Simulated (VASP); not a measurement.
Input of a VASP 6.6.1 run:

The input INCAR:

```
SYSTEM = Be16H
PREC = Accurate
ENCUT = 520
EDIFF = 1E-6
ISMEAR = 0
SIGMA = 0.1
LREAL = Auto
LASPH = .TRUE.
NELM = 80
ALGO = Normal
ISIF = 2
LWAVE = .FALSE.
LCHARG = .FALSE.
GGA = PE
NBANDS = 30
```

The input KPOINTS:

```
regular mesh
0
G
  4 4 3
  0 0 0
```

File POSCAR:

```
Be16H
1.0
   -2.2900000000     -3.9663960000      0.0000000000
    3.4350000000     -1.9831980000      0.0000000000
    0.0000000000      0.0000000000      7.1768600000
Be H
16 1
Direct
    0.7500622108      0.5077456952     -0.0041469389
    0.4906158606      0.3382018401      0.2537357563
    0.7499005946      0.4951998142      0.5028938840
    0.4979892422      0.3344484322      0.7500565707
    0.4907848751     -0.0044499668     -0.0038965509
    0.2496025219      0.8284788283      0.2512998721
    0.4980178886     -0.0011446973      0.4995867273
    0.2498842733      0.8297598212      0.7472958926
    0.2495916388      0.5053210634     -0.0013354029
    0.0095422452      0.3378546554      0.2537077496
    0.2499012042      0.5041437431      0.5026937965
    0.0017440026      0.3345911982      0.7500803973
    0.0093197300     -0.0040095541     -0.0038254891
    0.7500648085      0.8242731911      0.2540018894
    0.0017029854     -0.0012876750      0.4995836619
    0.7499063888      0.8376144485      0.7467995753
    0.7465080767      0.1649282374      0.1234315564
```

Potentials or basis: VASP PAW PBE potentials, release 64 (Be, H).

Command:

```console
$ cat potpaw_PBE.64/Be/POTCAR potpaw_PBE.64/H/POTCAR > POTCAR
$ mpirun -np 1 vasp_std > vasp.out
```

Task: What does it give for the band gap on the k mesh?

Result: Zero (an odd number of electrons rules out a gap without spin polarisation).

Task: Estimate the pressure.

Result: -0.1 GPa.

Task: What does it give for the largest force?

Result: 0.035 eV/Å.

Forces on the atoms (eV/Å):
```
Be  -0.005  0.003  0.001
Be  -0.001 -0.002  0.005
Be  -0.019  0.010 -0.006
Be   0.000 -0.002 -0.010
Be  -0.001  0.010 -0.013
Be   0.011 -0.006  0.000
Be  -0.002 -0.002  0.010
Be   0.000  0.001 -0.009
Be  -0.012  0.007 -0.001
Be   0.000  0.013  0.000
Be  -0.003  0.003  0.007
Be   0.000  0.003 -0.011
Be   0.001  0.002 -0.006
Be   0.017 -0.009 -0.009
Be   0.003  0.002  0.011
Be   0.020 -0.012  0.006
H   -0.010 -0.022  0.025
```

Caveat: the k points lie up to 0.40 Å⁻¹ apart, too coarse for converged energies and pressures of a metal.
